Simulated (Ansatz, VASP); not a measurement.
**PbS in VASP and in Ansatz**

The input INCAR:

```
SYSTEM = PbS
PREC     = Accurate       ! precision mode
ENCUT    = 520            ! plane-wave cutoff, eV
EDIFF    = 1E-7           ! SCF threshold, eV
ISMEAR   = 0              ! smearing method
SIGMA    = 0.05           ! smearing width, eV
LREAL    = .FALSE.        ! projectors in reciprocal space
LASPH    = .TRUE.         ! aspherical terms in the spheres
NELM     = 60             ! most SCF steps
ALGO     = Normal         ! electronic algorithm
ISIF     = 2              ! what is computed and relaxed
LWAVE    = .FALSE.        ! write WAVECAR
LCHARG   = .FALSE.        ! write CHGCAR
GGA      = PS             ! functional
NBANDS   = 28             ! bands
```

File KPOINTS:

```
Automatic mesh
0
G
  8 8 6
  0 0 0
```

The input POSCAR:

```
PbS
1.0
    2.0799526950     -5.9912968650      0.0000000000
    2.0799526950      5.9912968650      0.0000000000
    0.0000000000      0.0000000000      4.2793209400
Pb S
2 2
Direct
    0.8694366500      0.1305633500      0.7500000000
    0.1305633500      0.8694366500      0.2500000000
    0.6452029100      0.3547970900      0.7500000000
    0.3547970900      0.6452029100      0.2500000000
```

Input for Ansatz:

```yaml
crystal:
  lattice:
    - [2.079952695, -5.991296865, 0.0]
    - [2.079952695, 5.991296865, 0.0]
    - [0.0, 0.0, 4.27932094]
  atoms:
    - { symbol: Pb, position: [0.86943665, 0.13056335, 0.75] }
    - { symbol: Pb, position: [0.13056335, 0.86943665, 0.25] }
    - { symbol: S, position: [0.64520291, 0.35479709, 0.75] }
    - { symbol: S, position: [0.35479709, 0.64520291, 0.25] }
basis:
  ecutwfc: 420
kpoints:
  mp_grid: { grid: [8, 8, 6] }
hamiltonian:
  xc: pbesol
scf:
  occupations: { method: gaussian, width: 0.05 }
output:
  forces: true
  stress: true
  eigenvalues: true
```

Alike in both runs: task single point; functional PBEsol; k mesh 8 × 8 × 6; occupations gaussian, width 0.05 eV; no spin polarisation.

|  | VASP | Ansatz |
| --- | --- | --- |
| version | VASP 6.6.1 | Ansatz 0.2.0 |
| potentials or method | VASP PAW PBE potentials, release 64 (Pb_d, S), cutoff 520 eV | scalar-relativistic, plane waves, PAW |
| valence electrons in the cell | 40 | 40 |

VASP gave:

- gap on the k mesh at the Fermi level (eV): 1.13
- least direct gap on the mesh (eV): 1.33
- pressure (GPa): -1.9
- traceless stress, the component that is largest in VASP (GPa): 0.37
- rms of the force components (eV/Å): 0.017

Question: Estimate Ansatz's values.

Answer: gap on the k mesh at the Fermi level (eV): 1.13; least direct gap on the mesh (eV): 1.32; pressure (GPa): -1.9; traceless stress, the component that is largest in VASP (GPa): 0.39; rms of the force components (eV/Å): 0.015.

VASP's potentials were made for PBE, not for PBEsol. Atom by atom the forces differ by 0.002 eV/Å (rms over components). The functional is the same, so the differences come from potentials, cutoffs and numerics.

Spin-orbit coupling is off throughout.
